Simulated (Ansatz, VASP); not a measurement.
One calculation of ZnC3, two programs

```xyz
8
Lattice="0.0000 3.4050 3.4050 3.4050 0.0000 3.4050 3.4050 3.4050 0.0000" Properties=species:S:1:pos:R:3 pbc="T T T"
Zn    3.4050    3.4050    3.4050
Zn    5.1075    5.1075    5.1075
C     0.8512    0.8512    0.8512
C     2.5537    2.5537    0.8512
C     2.5537    0.8512    2.5537
C     0.8512    2.5537    2.5537
C     1.7025    1.7025    1.7025
C     0.0000    0.0000    0.0000
```

Alike in both runs: functional PBE; k mesh 10 × 10 × 10; occupations gaussian, width 0.1 eV; no spin polarisation.

Ansatz relaxed the structure, and its values are those at the end. VASP's run is a single point on that final structure, the one shown.

|  | VASP | Ansatz |
| --- | --- | --- |
| version | VASP 6.6.1 | Ansatz 0.2.0 |
| potentials or method | VASP PAW PBE potentials, release 64 (Zn, C), cutoff 520 eV | scalar-relativistic, plane waves, PAW |
| valence electrons in the cell | 48 | 48 |

VASP gave:

- gap on the k mesh at the Fermi level (eV): none
- pressure (GPa): 0.2

Question: What did Ansatz give for the same quantities?

Answer: gap on the k mesh at the Fermi level (eV): none; pressure (GPa): 0.0.

A gap of «none» marks a metal or a gap that the smearing closes.
